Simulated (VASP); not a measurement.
# Fe (Im-3m) in VASP: a series of runs, part 2 of 2

VASP 6.6.1.

**5. Single point, LDA, collinear spin, ferromagnetic start**

File INCAR:

```
PREC = Accurate
ENCUT = 520
EDIFF = 1E-7
ISMEAR = 1
SIGMA = 0.1
LREAL = False
LASPH = True
NELM = 150
ALGO = Normal
ISIF = 2
LWAVE = False
LCHARG = True
ISPIN = 2
MAGMOM = 1.988
LORBIT = 11
LMAXMIX = 4
LELF = True
LVHAR = True
NBANDS = 14
```

File KPOINTS:

```
regular mesh
0
Gamma
  16 16 16
```

File POSCAR:

```
Fe
1.0
   -1.3745984210      1.3745984210      1.3745984210
    1.3745984210     -1.3745984210      1.3745984210
    1.3745984210      1.3745984210     -1.3745984210
Fe
1
Direct
    0.0000000000      0.0000000000      0.0000000000
```

Potentials or basis: VASP PAW LDA potentials, release 64 (Fe).

Launch:

```sh
> cat potpaw_LDA.64/Fe/POTCAR > POTCAR
> mpirun -np 1 vasp_std > vasp.out
```

OUTCAR:

```text
PREC = Accurate
   ENCUT = 520
   EDIFF = 1E-7
   ISMEAR = 1
   LREAL = False
   LASPH = True
   NELM = 150
   ISIF = 2
   ISPIN = 2
   LORBIT = 11

 ion  position               nearest neighbor table
   1  0.000  0.000  0.000-

  LATTYP: Found a body centered cubic cell.
 ALAT       =     2.7491968420

  Lattice vectors:

 A1 = (  -1.3745984210,   1.3745984210,   1.3745984210)
 A2 = (   1.3745984210,  -1.3745984210,   1.3745984210)
[... 1018 lines left out ...]
 [... further k-points ...]
[... 5 lines left out ...]
  --------------------------------------------------------------------------------------
  -------------------------------------------------------------------------------------
  Total       -0.0720779     -0.0720779     -0.0720779      0.0000000      0.0000000      0.0000000
  in kB      -11.1153951    -11.1153951    -11.1153951      0.0000000      0.0000000      0.0000000
  external PRESSURE =     -11.1153951 kB  Pullay stress =       0.0000000 kB

 VOLUME and BASIS-vectors are now :
 -----------------------------------------------------------------------------
  energy-cutoff  :      520.00
  volume of cell :       10.39
      direct lattice vectors                 reciprocal lattice vectors
    -1.374598421  1.374598421  1.374598421     0.000000000  0.363742597  0.363742597
     1.374598421 -1.374598421  1.374598421     0.363742597  0.000000000  0.363742597
     1.374598421  1.374598421 -1.374598421     0.363742597  0.363742597  0.000000000

 POSITION                                       TOTAL-FORCE (eV/Angst)
 -----------------------------------------------------------------------------------
      0.00000      0.00000      0.00000        -0.000000      0.000000     -0.000000
 -----------------------------------------------------------------------------------
    total drift:                                0.000000      0.000000      0.000000

  FREE ENERGIE OF THE ION-ELECTRON SYSTEM (eV)
  ---------------------------------------------------
  free  energy   TOTEN  =        -9.2244028473 eV

  energy  without entropy=       -9.2240830269  energy(sigma->0) =       -9.22429624

 total charge

# of ion       s       p       d       tot
------------------------------------------
    1        0.528   0.617   6.334   7.479

 magnetization (x)

# of ion       s       p       d       tot
------------------------------------------
    1       -0.008  -0.029   1.938   1.901
```

OSZICAR:

```text
N       E                     dE             d eps       ncg     rms          rms(c)
DAV:   1     0.203040134247E+02    0.20304E+02   -0.38527E+03  9086   0.726E+02
DAV:   2    -0.953800622926E+01   -0.29842E+02   -0.27657E+02  8918   0.132E+02
DAV:   3    -0.104353050104E+02   -0.89730E+00   -0.88945E+00  9896   0.235E+01
DAV:   4    -0.104382362100E+02   -0.29312E-02   -0.29310E-02  9506   0.120E+00
DAV:   5    -0.104382506168E+02   -0.14407E-04   -0.14406E-04  9986   0.856E-02    0.127E+01
DAV:   6    -0.930736720148E+01    0.11309E+01   -0.93063E+00 10664   0.387E+01    0.478E+00
DAV:   7    -0.924526959586E+01    0.62098E-01   -0.48739E-01 10118   0.877E+00    0.305E+00
DAV:   8    -0.923385749033E+01    0.11412E-01   -0.43796E-03  9554   0.410E-01    0.136E+00
DAV:   9    -0.922466103182E+01    0.91965E-02   -0.41681E-03 10902   0.348E-01    0.332E-01
DAV:  10    -0.922439589871E+01    0.26513E-03   -0.38445E-04 10182   0.175E-01    0.984E-02
DAV:  11    -0.922439904644E+01   -0.31477E-05   -0.47476E-05  9650   0.763E-02    0.222E-02
DAV:  12    -0.922440211184E+01   -0.30654E-05   -0.16127E-06  9994   0.141E-02    0.911E-03
DAV:  13    -0.922440287233E+01   -0.76049E-06   -0.91225E-07  9826   0.888E-03    0.342E-03
DAV:  14    -0.922440284728E+01    0.25053E-07   -0.43157E-08  5290   0.181E-03
   1 F= -.92244028E+01 E0= -.92242962E+01  d E =-.319820E-03  mag=     1.9344
```

Run time: 33 s. Hardware: 1 thread of Intel Xeon Platinum 8259CL at 2.50GHz (Skylake/Cascade Lake), shared host; peak memory 0.14 GiB.

Results:

| Property | Result |
| --- | --- |
| Free energy | -9.2244 eV |
| Pressure | -1.1 GPa |
| Net moment | 1.93 μB per cell |
| Site moments | Fe +1.90 μB |
| Valence electrons inside the program's atomic spheres | Fe 7.48 |

**6. Single point, LDA**

This run uses another cell than the first one, of 9.84 Å³/atom, 0.947 times its volume.

File INCAR:

```
SYSTEM = Fe
PREC = Accurate
ENCUT = 520
EDIFF = 1E-6
ISMEAR = -1
SIGMA = 0.1
LREAL = .FALSE.
LASPH = .TRUE.
NELM = 80
ALGO = Normal
ISIF = 2
LWAVE = .FALSE.
LCHARG = .FALSE.
GGA = CA
NBANDS = 10
```

File KPOINTS:

```
Automatic mesh
0
G
  15 15 15
  0 0 0
```

File POSCAR:

```
Fe
1.0
   -1.3498227877      1.3498227877      1.3498227877
    1.3498227877     -1.3498227877      1.3498227877
    1.3498227877      1.3498227877     -1.3498227877
Fe
1
Direct
    0.0000000000      0.0000000000      0.0000000000
```

Potentials or basis: VASP PAW LDA potentials, release 64 (Fe).

Launch:

```sh
> cat potpaw_LDA.64/Fe/POTCAR > POTCAR
> mpirun -np 1 vasp_std > vasp.out
```

OUTCAR:

```text
SYSTEM = Fe
   PREC = Accurate
   ENCUT = 520
   EDIFF = 1E-6
   ISMEAR = -1
   LREAL = .FALSE.
   LASPH = .TRUE.
   NELM = 80
   ISIF = 2
   GGA = CA

 ion  position               nearest neighbor table
   1  0.000  0.000  0.000-

  LATTYP: Found a body centered cubic cell.
 ALAT       =     2.6996455754

  Lattice vectors:

 A1 = (  -1.3498227877,   1.3498227877,   1.3498227877)
 A2 = (   1.3498227877,  -1.3498227877,   1.3498227877)
 A3 = (   1.3498227877,   1.3498227877,  -1.3498227877)

Analysis of symmetry for initial positions (statically):
=====================================================================
 Subroutine PRICEL returns:
 Original cell was already a primitive cell.

 Routine SETGRP: Setting up the symmetry group for a
 body centered cubic supercell.

 Subroutine GETGRP returns: Found 48 space group operations
 (whereof 48 operations were pure point group operations)
 out of a pool of 48 trial point group operations.

The static configuration has the point symmetry O_h .

Analysis of symmetry for dynamics (positions and initial velocities):
=====================================================================
[... 157 lines left out ...]

 val. band max:        7.3293262355   @ k =   0.2000   0.0000   0.0000
 cond. band min:       7.3341340558   @ k =   0.2000   0.1333   0.1333
 fundamental gap:      0.0048078204
 Fermi energy:         7.3315568751

 k-point     1 :       0.0000    0.0000    0.0000
  band No.  band energies     occupation
      1      -1.8885      2.00000
      2       5.3740      2.00000
      3       5.3740      2.00000
      4       5.3740      2.00000
      5       7.2695      1.30056
      6       7.2695      1.30056
      7      33.6939      0.00000
      8      33.6939      0.00000
      9      33.6939      0.00000
     10      39.9533      0.00000
[... 287 lines left out ...]
 k-point    24 :       0.4000    0.2000    0.0000
  band No.  band energies     occupation
      1       2.8967      2.00000
      2       4.0452      2.00000
      3       5.2828      2.00000
      4       7.2350      1.44854
      5       7.8296      0.01365
      6      12.2708      0.00000
      7      16.6414      0.00000
      8      21.8172      0.00000
      9      28.7203      0.00000
     10      35.8336      0.00000

 [... further k-points ...]
[... 5 lines left out ...]
  --------------------------------------------------------------------------------------
  -------------------------------------------------------------------------------------
  Total       -0.0161891     -0.0161891     -0.0161891     -0.0000000      0.0000000     -0.0000000
  in kB       -2.6365943     -2.6365943     -2.6365943     -0.0000000      0.0000000     -0.0000000
  external PRESSURE =      -2.6365943 kB  Pullay stress =       0.0000000 kB

 VOLUME and BASIS-vectors are now :
 -----------------------------------------------------------------------------
  energy-cutoff  :      520.00
  volume of cell :        9.84
      direct lattice vectors                 reciprocal lattice vectors
    -1.349822788  1.349822788  1.349822788     0.000000000  0.370418995  0.370418995
     1.349822788 -1.349822788  1.349822788     0.370418995  0.000000000  0.370418995
     1.349822788  1.349822788 -1.349822788     0.370418995  0.370418995  0.000000000

 POSITION                                       TOTAL-FORCE (eV/Angst)
 -----------------------------------------------------------------------------------
      0.00000      0.00000      0.00000        -0.000000      0.000000     -0.000000
 -----------------------------------------------------------------------------------
    total drift:                                0.000000      0.000000      0.000000

  FREE ENERGIE OF THE ION-ELECTRON SYSTEM (eV)
  ---------------------------------------------------
  free  energy   TOTEN  =        -9.0299113416 eV

  energy  without entropy=       -8.9342021214  energy(sigma->0) =       -8.98205673
```

OSZICAR:

```text
N       E                     dE             d eps       ncg     rms          rms(c)
DAV:   1     0.154789753193E+02    0.15479E+02   -0.43861E+03  2552   0.108E+03
DAV:   2    -0.997179258999E+01   -0.25451E+02   -0.24253E+02  2416   0.134E+02
DAV:   3    -0.104909739244E+02   -0.51918E+00   -0.51445E+00  2682   0.240E+01
DAV:   4    -0.104930691447E+02   -0.20952E-02   -0.20948E-02  2582   0.139E+00
DAV:   5    -0.104930849505E+02   -0.15806E-04   -0.15805E-04  2640   0.117E-01    0.131E+01
DAV:   6    -0.913813891382E+01    0.13549E+01   -0.10567E+01  2588   0.545E+01    0.175E+00
DAV:   7    -0.905267760405E+01    0.85461E-01   -0.46141E-01  2644   0.114E+01    0.109E+00
DAV:   8    -0.903379373387E+01    0.18884E-01   -0.11887E-02  3566   0.939E-01    0.376E-01
DAV:   9    -0.902989187443E+01    0.39019E-02   -0.18260E-03  2768   0.400E-01    0.472E-02
DAV:  10    -0.902991053257E+01   -0.18658E-04   -0.16226E-05  3220   0.336E-02    0.225E-02
DAV:  11    -0.902991134163E+01   -0.80906E-06   -0.42352E-07  1398   0.752E-03
   1 F= -.90299113E+01 E0= -.89820567E+01  d E =-.957092E-01
```

stdout:

```text
POSCAR found type information on POSCAR Fe
 POSCAR found :  1 types and       1 ions
 scaLAPACK will be used
 LDA part: xc-table for (Slater(with rela. corr.)+CA(PZ))
 , standard interpolation
 POSCAR, INCAR and KPOINTS ok, starting setup
 FFT: planning ... GRIDC
 FFT: planning ... GRID_SOFT
 FFT: planning ... GRID
 WAVECAR not read
 entering main loop
```

Wall time 7.9 s (1 thread of Intel Xeon Platinum 8488C (Sapphire Rapids), shared host); peak memory 0.12 GiB.

What came out:

```
Free energy            : -9.0299 eV
Pressure               : -0.3 GPa
Band gap on the k mesh : zero (band 4 reaches 8.41 eV, above the bottom of band 5 at 6.33 eV)
```

Caveat: the run has no spin polarisation, though such a crystal can be magnetic.

**7. Overview**

| spin | cell | k mesh | smearing | gap on the mesh (eV) | pressure (GPa) | moment (μB) |
| --- | --- | --- | --- | --- | --- | --- |
| collinear, ferromagnetic start | a = 2.381 Å, angles 109.5°, 1 atom | 16 × 16 × 16 | gaussian 1 eV | none | -5.4 | 0.74 |
| collinear, ferromagnetic start | a = 2.381 Å, angles 109.5°, 1 atom | 16 × 16 × 16 | methfessel-paxton 0.01 eV | none | -0.9 | 1.95 |
| collinear, ferromagnetic start | a = 2.381 Å, angles 109.5°, 1 atom | 16 × 16 × 16 | methfessel-paxton 0.03 eV | none | -1.0 | 1.94 |
| collinear, ferromagnetic start | a = 2.381 Å, angles 109.5°, 1 atom | 16 × 16 × 16 | methfessel-paxton 0.1 eV | none | -1.1 | 1.93 |
| off | a = 2.338 Å, angles 109.5°, 1 atom | 15 × 15 × 15 | fermi-dirac 0.1 eV | none | -0.3 | - |

Alike in all rows: task single point; level LDA; potentials or basis VASP PAW LDA potentials, release 64 (Fe); cutoff (eV) 520.

Every run on the cell as given and a fine mesh finds a metal.

Total energies depend on the potentials used, so only differences within one code and one set of settings carry meaning.
